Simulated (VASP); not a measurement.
Here is a VASP 6.6.1 calculation.

The input INCAR:

```
SYSTEM = MnO
PREC = Accurate ; ENCUT = 520
EDIFF = 1E-6 ; ISMEAR = -1
SIGMA = 0.05 ; LREAL = .False.
LASPH = .True. ; NELM = 150
ALGO = Normal ; ISIF = 2
LWAVE = .False. ; LCHARG = .True.
ISPIN = 2 ; MAGMOM = 4 0
LORBIT = 11 ; NUPDOWN = 4.0
LMAXMIX = 4 ; GGA = PE
LELF = .True. ; LVHAR = .True.
NBANDS = 20
```

The input KPOINTS:

```
Automatic mesh
0
Gamma
  10 10 10
  0 0 0
```

File POSCAR:

```
MnO
1.0
    0.0000000000      2.2239077028      2.2239077028
    2.2239077028      0.0000000000      2.2239077028
    2.2239077028      2.2239077028      0.0000000000
Mn O
1 1
Direct
    0.0000000000      0.0000000000      0.0000000000
    0.5000000000      0.5000000000      0.5000000000
```

Potentials or basis: VASP PAW PBE potentials, release 64 (Mn_pv, O).

Launch:

```console
$ cat potpaw_PBE.64/Mn_pv/POTCAR potpaw_PBE.64/O/POTCAR > POTCAR
$ mpirun -np 1 vasp_std > vasp.out
```

Q: Predict the pressure.

A: -12.6 GPa.

Caveat: the total moment is fixed, so each spin has its own Fermi level; a cell with one magnetic atom can't hold antiferromagnetic order, which such compounds often take.
